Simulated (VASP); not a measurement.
A run of VASP 6.6.1:

Contents of INCAR:

```
PREC     = Accurate       # precision mode
ENCUT    = 600            # plane-wave cutoff, eV
EDIFF    = 1E-6           # SCF threshold, eV
ISMEAR   = 0              # smearing method
SIGMA    = 0.1            # smearing width, eV
LREAL    = F              # projectors in reciprocal space
LASPH    = T              # aspherical terms in the spheres
NELM     = 100            # most SCF steps
ALGO     = Fast           # electronic algorithm
ISIF     = 3              # what is computed and relaxed
LWAVE    = F              # write WAVECAR
LCHARG   = F              # write CHGCAR
GGA      = PE             # functional
IBRION   = 2              # ionic algorithm
NSW      = 90             # ionic steps
EDIFFG   = -0.04          # ionic threshold
```

File KPOINTS:

```
Automatic mesh
0
Gamma
  6 6 2
```

Contents of POSCAR:

```
Sn
1.0
    3.6691776300      0.0000000000      0.0000000000
    0.0000000000      3.6691776300      0.0000000000
    0.0000000000      0.0000000000      8.3168237200
Sn
2
Direct
    0.0000000000      0.5000000000      0.4366429400
    0.5000000000      0.0000000000      0.5633570600
```

Potentials or basis: VASP PAW PBE potentials, release 64 (Sn_d).

Launch:

```console
$ cat potpaw_PBE.64/Sn_d/POTCAR > POTCAR
$ mpirun -np 1 vasp_std > vasp.out
```

Hardware: 1 thread of Intel(R) Xeon(R) 6975P-C (Granite Rapids) (shared host).

How long does it take, and how much memory?

Wall time 3 min on 1 thread of Intel(R) Xeon(R) 6975P-C (Granite Rapids) (shared host), peak memory 0.26 GiB. Counts: scf iterations 108, k points 20, ion steps 9.
